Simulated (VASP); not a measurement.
# Al7Ga25As32 (P1) in VASP: single point with PBEsol

Aim: the single point of Al7Ga25As32 with PBEsol.

Program: VASP 6.6.1. These are calculated values, not measurements. Logs are shortened: lines on timing, memory, paths and dates and some standing lists are left out, and cuts for length are marked.

## (1) The cell of the first run

The typed cell holds 64 atoms: a = 11.323 Å, b = 11.323 Å, c = 11.323 Å, α = 90.00°, β = 90.00°, γ = 90.00°.

## (2) Single point, PBEsol

File INCAR:

```
SYSTEM = Al7Ga25As32
PREC = Accurate
ENCUT = 500
EDIFF = 1E-6
ISMEAR = -1
SIGMA = 0.05
LREAL = Auto
LASPH = .TRUE.
NELM = 120
ALGO = Normal
ISIF = 2
LWAVE = .FALSE.
LCHARG = .FALSE.
GGA = PS
ISYM = -1
NBANDS = 291
GGA_COMPAT = .FALSE.
```

File KPOINTS:

```
explicit points
1
Reciprocal
  0.25000000   0.25000000   0.25000000 1
```

File POSCAR:

```
Al7Ga25As32
1.0
   11.3233155250      0.0000000000      0.0000000000
    0.0000000000     11.3233155250      0.0000000000
    0.0000000000      0.0000000000     11.3233155250
Ga Al As
25 7 32
Direct
    0.0006070000      0.0000780000      0.9998840000
    0.0003570000      0.5003280000      0.0003200000
    0.9999690000      0.5000330000      0.5006130000
    0.5000970000      0.0003700000      0.0000420000
    0.5005380000      0.4999080000      0.4998820000
    0.2503050000      0.2500860000      0.0004810000
    0.2498820000      0.2504270000      0.5003120000
    0.2500890000      0.7506190000      0.0007600000
    0.7500010000      0.2504770000      0.5006200000
    0.7506040000      0.7505620000      0.0004460000
    0.7505690000      0.7495180000      0.5006650000
    0.2504390000      0.0007580000      0.2497330000
    0.2501600000      0.0009620000      0.7506610000
    0.2504660000      0.5001940000      0.2504290000
    0.2499310000      0.4999600000      0.7503250000
    0.7505030000      0.0002400000      0.7505020000
    0.7506650000      0.5006600000      0.2503300000
    0.7507480000      0.5003280000      0.7499770000
    0.0004340000      0.2507840000      0.2500320000
    0.0006020000      0.2501370000      0.7501810000
    0.0006020000      0.7501760000      0.2499270000
    0.0001560000      0.7502730000      0.7505700000
    0.4999200000      0.2505610000      0.2505940000
    0.5005230000      0.2505160000      0.7497400000
    0.5009550000      0.7500640000      0.2502960000
    0.9995310000      0.0003940000      0.4991660000
    0.4997110000      0.9998230000      0.5001790000
    0.4996860000      0.5001940000      0.9998690000
    0.2497000000      0.7500810000      0.5002690000
    0.7497650000      0.2500270000      0.9995890000
    0.7497690000      0.0000490000      0.2498200000
    0.4998990000      0.7500640000      0.7500740000
    0.1250510000      0.1252230000      0.1248500000
    0.1248910000      0.1248740000      0.6248310000
    0.1253220000      0.6249770000      0.1252990000
    0.1248320000      0.6249050000      0.6255180000
    0.6246040000      0.1254940000      0.1253100000
    0.6250980000      0.1248730000      0.6250820000
    0.6253600000      0.6250790000      0.1249120000
    0.6254120000      0.6248350000      0.6251580000
    0.3751160000      0.3752280000      0.1255600000
    0.3750720000      0.3752730000      0.6249130000
    0.3755620000      0.8753090000      0.1253420000
    0.3747150000      0.8753670000      0.6255330000
    0.8750510000      0.3752410000      0.1248280000
    0.8751990000      0.3749500000      0.6252380000
    0.8757820000      0.8752860000      0.1250060000
    0.8752110000      0.8751510000      0.6253570000
    0.3750480000      0.1257330000      0.3753410000
    0.3753990000      0.1255630000      0.8750860000
    0.3755390000      0.6253270000      0.3752010000
    0.3747030000      0.6255200000      0.8754420000
    0.8745750000      0.1259360000      0.3746370000
    0.8757120000      0.1250730000      0.8751380000
    0.8756310000      0.6251640000      0.3753080000
    0.8752260000      0.6252800000      0.8754000000
    0.1250820000      0.3754870000      0.3753080000
    0.1251850000      0.3749740000      0.8753730000
    0.1254890000      0.8755460000      0.3747980000
    0.1255340000      0.8753420000      0.8752430000
    0.6254800000      0.3753390000      0.3751030000
    0.6252020000      0.3756730000      0.8747810000
    0.6256190000      0.8748700000      0.3758250000
    0.6251280000      0.8751450000      0.8751390000
```

Potentials or basis: VASP PAW PBE potentials, release 64 (Ga_d, Al, As).

Launch:

```
cat potpaw_PBE.64/Ga_d/POTCAR potpaw_PBE.64/Al/POTCAR potpaw_PBE.64/As/POTCAR > POTCAR
mpirun -np 1 vasp_std > vasp.out
```

OUTCAR:

```text
SYSTEM = Al7Ga25As32
   PREC = Accurate
   ENCUT = 500
   EDIFF = 1E-6
   ISMEAR = -1
   LREAL = Auto
   LASPH = .TRUE.
   NELM = 120
   ISIF = 2
   GGA = PS
   ISYM = -1

 ion  position               nearest neighbor table
   1  0.001  0.000  1.000-  60 2.45  33 2.45  54 2.45  47 2.45
   2  0.000  0.500  0.000-  35 2.45  45 2.45  56 2.45  58 2.45
   3  1.000  0.500  0.501-  46 2.45  36 2.45  55 2.45  57 2.45
   4  0.500  0.000  0.000-  50 2.45  43 2.45  37 2.45  64 2.45
   5  0.501  0.500  0.500-  61 2.45  40 2.45  51 2.45  42 2.45
   6  0.250  0.250  0.000-  33 2.45  50 2.45  41 2.45  58 2.45
[... 56 lines left out ...]
  63  0.626  0.875  0.376-  25 2.45  11 2.45  27 2.45  31 2.45
  64  0.625  0.875  0.875-  16 2.45   4 2.45  10 2.45  32 2.45

IMPORTANT INFORMATION: All symmetrisations will be switched off!
NOSYMM: (Re-)initialisation of all symmetry stuff for point group C_1.

----------------------------------------------------------------------------------------

                                     Primitive cell

  volume of cell :    1451.8469

  direct lattice vectors                    reciprocal lattice vectors
    11.323315525  0.000000000  0.000000000     0.088313356  0.000000000  0.000000000
     0.000000000 11.323315525  0.000000000     0.000000000  0.088313356  0.000000000
     0.000000000  0.000000000 11.323315525     0.000000000  0.000000000  0.088313356

  length of vectors
    11.323315525 11.323315525 11.323315525     0.088313356  0.088313356  0.088313356

  position of ions in fractional coordinates (direct lattice)
     0.000607000  0.000078000  0.999884000
     0.000357000  0.500328000  0.000320000
     0.999969000  0.500033000  0.500613000
     0.500097000  0.000370000  0.000042000
     0.500538000  0.499908000  0.499882000
     0.250305000  0.250086000  0.000481000
[... 56 lines left out ...]
     0.625619000  0.874870000  0.375825000
     0.625128000  0.875145000  0.875139000

  ion indices of the primitive-cell ions
   primitive index   ion index
                 1           1
                 2           2
                 3           3
                 4           4
                 5           5
                 6           6
[... 56 lines left out ...]
                63          63
                64          64

----------------------------------------------------------------------------------------

 KPOINTS: explicit points

Read explicit list of k-points.

 Found      1 k-points:

 Following reciprocal coordinates:
            Coordinates               Weight
  0.250000  0.250000  0.250000      1.000000
   k-points           NKPTS =      1   k-points in BZ     NKDIM =      1   number of bands    NBANDS=    291
   number of dos      NEDOS =    301   number of ions     NIONS =     64
   total plane-waves  NPLWV = 592704
   dimension x,y,z NGX =    84 NGY =   84 NGZ =   84
   dimension x,y,z NGXF=   168 NGYF=  168 NGZF=  168
   ions per type =              25   7  32
   NGX,Y,Z   is equivalent  to a cutoff of  12.33, 12.33, 12.33 a.u.
   NGXF,Y,Z  is equivalent  to a cutoff of  24.67, 24.67, 24.67 a.u.
 SYSTEM =  Al7Ga25As32
   PREC   = accura    normal or accurate (medium, high low for compatibility)
   ISTART =      0    job   : 0-new  1-cont  2-samecut
   ICHARG =      2    charge: 1-file 2-atom 10-const
   ISPIN  =      1    spin polarized calculation?
   LNONCOLLINEAR =      F non collinear calculations
   LSORBIT =      F    spin-orbit coupling
   LASPH  =      T    aspherical Exc in radial PAW
   ENCUT  =  500.0 eV  36.75 Ry    6.06 a.u.  20.65 20.65 20.65*2*pi/ulx,y,z
   NELM   =    120;   NELMIN=  2; NELMDL= -5     # of ELM steps
   EDIFF  = 0.1E-05   stopping-criterion for ELM
   LREAL  =      T    real-space projection
   EDIFFG = 0.1E-04   stopping-criterion for IOM
   NSW    =      0    number of steps for IOM
   IBRION =     -1    ionic relax: 0-MD 1-quasi-New 2-CG
   NFREE  =      0    steps in history (QN), initial steepest desc. (CG)
   ISIF   =      2    stress and relaxation
   ISYM   =     -1    0-nonsym 1-usesym 2-fastsym
   POTIM  = 0.5000    time-step for ionic-motion
   TEBEG  =    0.0;   TEEND  =   0.0 temperature during run
   PSTRESS=    0.0 pullay stress
   NELECT =     506.0000    total number of electrons
   NUPDOWN=      -1.0000    fix difference up-down
   EMIN   =  10.00;   EMAX   =-10.00  energy-range for DOS
   EFERMI =   0.00;   METHOD = LEGACY
   ISMEAR =    -1;   SIGMA  =   0.05  broadening in eV -4-tet -1-fermi 0-gaus
   EFERMI_NEDOS =   21; number of points for ismear=-14 and -15
   IALGO  =     38    algorithm
   IMIX   =      4    mixing-type and parameters
     AMIX     =   0.40;   BMIX     =  1.00
     AMIX_MAG =   1.60;   BMIX_MAG =  1.00
  volume/ion in A,a.u.               =      22.69       153.09
  Fermi-wavevector in a.u.,A,eV,Ry     =   1.152086  2.177126 18.059028  1.327301
  Thomas-Fermi vector in A             =   2.288739
   LORBIT       =      0    0 simple, 1 ext, 2 COOP (PROOUT), +10 PAW based schemes
   GGA     = PS    functional components
   LHFCALC =     F    Hartree Fock is set to
   AEXX    =    0.0000 exact exchange contribution
   IVDW    =     0    specifies the selected vdW correction
   LEPSILON=     F    determine dielectric tensor
   LRPA    =     F    only Hartree local field effects (RPA)
 non-spin polarized calculation
  energy-cutoff  :      500.00
  volume of cell :     1451.85
 maximum number of plane-waves:     36903
 NGX is ok and might be reduce to    84
   NGX = 41   NGY = 41   NGZ = 41

 number of electron     506.0000440 magnetization

 Free energy of the ion-electron system (eV)
  ---------------------------------------------------
  ext. energy  EPLUGINS =         0.00000000
  ---------------------------------------------------
  free energy    TOTEN  =      -297.54227559 eV

  energy without entropy =     -297.54227338  energy(sigma->0) =     -297.54227448

 E-fermi :   4.3010     XC(G=0):  -9.6312

 val. band max:        3.5602620124   @ k =   0.2500   0.2500   0.2500
 cond. band min:       5.0087455948   @ k =   0.2500   0.2500   0.2500
 fundamental gap:      1.4484835824
 Fermi energy:         4.3009756845

 k-point     1 :       0.2500    0.2500    0.2500
  band No.  band energies     occupation
      1     -11.0045      2.00000
      2     -11.0027      2.00000
      3     -11.0018      2.00000
      4     -10.9999      2.00000
      5     -10.9986      2.00000
      6     -10.9946      2.00000
[... 257 lines left out ...]
    264       5.9918      0.00000
    265       6.0914      0.00000
 [bands above 265 left out]

------------------------ aborting loop because EDIFF is reached ----------------------------------------

  FORCE on cell =-STRESS in cart. coord.  units (eV):
  Direction    XX          YY          ZZ          XY          YZ          ZX
  --------------------------------------------------------------------------------------
  -------------------------------------------------------------------------------------
  Total        2.2084296      2.2051859      2.2056903     -6.9248707     -6.8955039     -6.9322184
  in kB        2.4370999      2.4335202      2.4340768     -7.6419013     -7.6094937     -7.6500098
  external PRESSURE =       2.4348990 kB  Pullay stress =       0.0000000 kB

 VOLUME and BASIS-vectors are now :
 -----------------------------------------------------------------------------
  energy-cutoff  :      500.00
  volume of cell :     1451.85
      direct lattice vectors                 reciprocal lattice vectors
    11.323315525  0.000000000  0.000000000     0.088313356  0.000000000  0.000000000
     0.000000000 11.323315525  0.000000000     0.000000000  0.088313356  0.000000000
     0.000000000  0.000000000 11.323315525     0.000000000  0.000000000  0.088313356

 POSITION                                       TOTAL-FORCE (eV/Angst)
 -----------------------------------------------------------------------------------
      0.00687      0.00088     11.32200        -0.004359     -0.001860      0.005062
      0.00404      5.66537      0.00362         0.002938      0.001529     -0.002166
     11.32296      5.66203      5.66860         0.003637     -0.006205     -0.005440
      5.66276      0.00419      0.00048        -0.002890      0.001940      0.004000
      5.66775      5.66062      5.66032        -0.004605      0.006859      0.000860
      2.83428      2.83180      0.00545         0.000679      0.004432     -0.004357
[... 56 lines left out ...]
      7.08408      9.90643      4.25559         0.011806     -0.009562     -0.000395
      7.07852      9.90954      9.90948         0.012081     -0.003125      0.015908
 -----------------------------------------------------------------------------------
    total drift:                                0.089697      0.093456      0.068895

  FREE ENERGIE OF THE ION-ELECTRON SYSTEM (eV)
  ---------------------------------------------------
  free  energy   TOTEN  =      -297.5422755890 eV

  energy  without entropy=     -297.5422733784  energy(sigma->0) =     -297.54227448
```

It took 10 min on 1 thread of Intel Xeon 6975P-C (Granite Rapids), shared host; peak memory 1.2 GiB.

What came out:

| Property | Result |
| --- | --- |
| Free energy | -297.5423 eV |
| Pressure | 0.2 GPa |
| Largest force | 0.027 eV/Å |
| Band gap on the k mesh | 1.45 eV |

Forces on the atoms (eV/Å):
```
Ga  -0.004 -0.002  0.005
Ga   0.003  0.002 -0.002
Ga   0.004 -0.006 -0.005
Ga  -0.003  0.002  0.004
Ga  -0.005  0.007  0.001
Ga   0.001  0.004 -0.004
Ga   0.001  0.007  0.007
Ga  -0.001 -0.009 -0.001
Ga   0.002  0.005 -0.001
Ga   0.001  0.002 -0.006
Ga  -0.001  0.008 -0.003
Ga  -0.002  0.003  0.001
Ga   0.004  0.005 -0.004
Ga  -0.004  0.002  0.007
Ga  -0.005  0.001  0.005
Ga   0.004  0.003 -0.002
Ga   0.003 -0.003  0.004
Ga  -0.004  0.000  0.003
Ga   0.002  0.005  0.005
Ga   0.003  0.003 -0.003
Ga  -0.007 -0.001  0.000
Ga  -0.001 -0.001  0.000
Ga   0.006 -0.002 -0.003
Ga  -0.009 -0.006 -0.002
Ga  -0.010 -0.002 -0.002
Al  -0.005 -0.007  0.009
Al   0.001 -0.001 -0.002
Al   0.002 -0.004  0.001
Al   0.001 -0.005 -0.016
Al  -0.003 -0.007  0.009
Al  -0.007 -0.004 -0.006
Al  -0.008  0.003 -0.003
As  -0.002  0.004  0.003
As  -0.005 -0.003 -0.007
As   0.006 -0.001 -0.006
As  -0.012 -0.007  0.017
As  -0.014  0.005 -0.001
As   0.002 -0.008 -0.006
As   0.006  0.004 -0.005
As   0.008 -0.014 -0.005
As  -0.011 -0.008  0.008
As   0.003  0.003 -0.007
As   0.007 -0.003 -0.003
As  -0.015  0.016  0.014
As   0.000  0.008 -0.005
As   0.010 -0.011  0.005
As   0.005 -0.011 -0.005
As   0.001 -0.002  0.013
As  -0.006  0.003 -0.006
As  -0.003  0.002  0.001
As   0.021 -0.007  0.002
As  -0.017  0.013  0.016
As   0.004  0.010 -0.001
As   0.007 -0.010 -0.011
As  -0.001  0.006 -0.007
As   0.001  0.003  0.008
As  -0.003  0.000  0.003
As   0.003  0.000  0.006
As   0.009  0.010 -0.016
As  -0.004 -0.004  0.000
As   0.004 -0.003  0.000
As   0.017  0.015 -0.015
As   0.012 -0.010  0.000
As   0.012 -0.003  0.016
```

Stress tensor (GPa, compression positive):
```
 0.24 -0.76 -0.77
-0.76  0.24 -0.76
-0.77 -0.76  0.24
```

Caveat: the PAW data sets were made with another functional, which shifts forces and pressure a little; a shifted mesh leaves out Γ, where band edges can lie. A k mesh can miss the band edges.
